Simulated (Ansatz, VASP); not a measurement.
## Mo: VASP beside Ansatz

Contents of INCAR:

```
SYSTEM = Mo
PREC = Accurate
ENCUT = 520
EDIFF = 1E-6
ISMEAR = 1
SIGMA = 0.1
LREAL = .False.
LASPH = .True.
NELM = 80
ALGO = Normal
ISIF = 2
LWAVE = .False.
LCHARG = .False.
GGA = PS
NBANDS = 43
```

KPOINTS

```
Automatic mesh
0
Gamma
  16 16 1
  0 0 0
```

POSCAR

```
Mo
1.0
    3.1350000000      0.0000000000      0.0000000000
    0.0000000000      3.1350000000      0.0000000000
    0.0000000000      0.0000000000     18.2700000000
Mo
5
Direct
    0.0000000000      0.0000000000      0.3284072250
    0.5000000000      0.5000000000      0.4142036125
    0.0000000000      0.0000000000      0.5000000000
    0.5000000000      0.5000000000      0.5857963875
    0.0000000000      0.0000000000      0.6715927750
```

Input for Ansatz:

```yaml
crystal:
  lattice:
    - [3.135, 0.0, 0.0]
    - [0.0, 3.135, 0.0]
    - [0.0, 0.0, 18.27]
  atoms:
    - { symbol: Mo, position: [0.0, 0.0, 0.328407225] }
    - { symbol: Mo, position: [0.5, 0.5, 0.4142036125] }
    - { symbol: Mo, position: [0.0, 0.0, 0.5] }
    - { symbol: Mo, position: [0.5, 0.5, 0.5857963875] }
    - { symbol: Mo, position: [0.0, 0.0, 0.671592775] }
scf:
  occupations: { method: methfessel_paxton, width: 0.1 }
output:
  forces: true
  stress: false
  eigenvalues: true
  write_density: true
  write_potential: true
  elf: true
  volumetric_format: npy
hamiltonian:
  xc: pbesol
kpoints:
  mp_grid: { grid: [16, 16, 1] }
```

Alike in both runs: task single point; functional PBEsol; k mesh 16 × 16 × 1; occupations methfessel-paxton of order 1, width 0.1 eV; no spin polarisation.

|  | VASP | Ansatz |
| --- | --- | --- |
| version | VASP 6.6.1 | Ansatz 0.2.0 |
| potentials or method | VASP PAW PBE potentials, release 64 (Mo_sv) | scalar-relativistic, plane waves, PAW |
| plane-wave cutoff (eV) | 520 | 420 |
| valence electrons in the cell | 70 | 70 |

```csv
,VASP,Ansatz,Ansatz less VASP
gap on the k mesh at the Fermi level (eV),none,none,-
rms of the force components (eV/Å),0.686,0.691,+0.0052
```

VASP's potentials were made for PBE, not for PBEsol. Atom by atom the forces differ by 0.010 eV/Å (rms over components). A gap of «none» marks a metal or a gap that the smearing closes. Ansatz's warnings: xc potential rough in thin density.
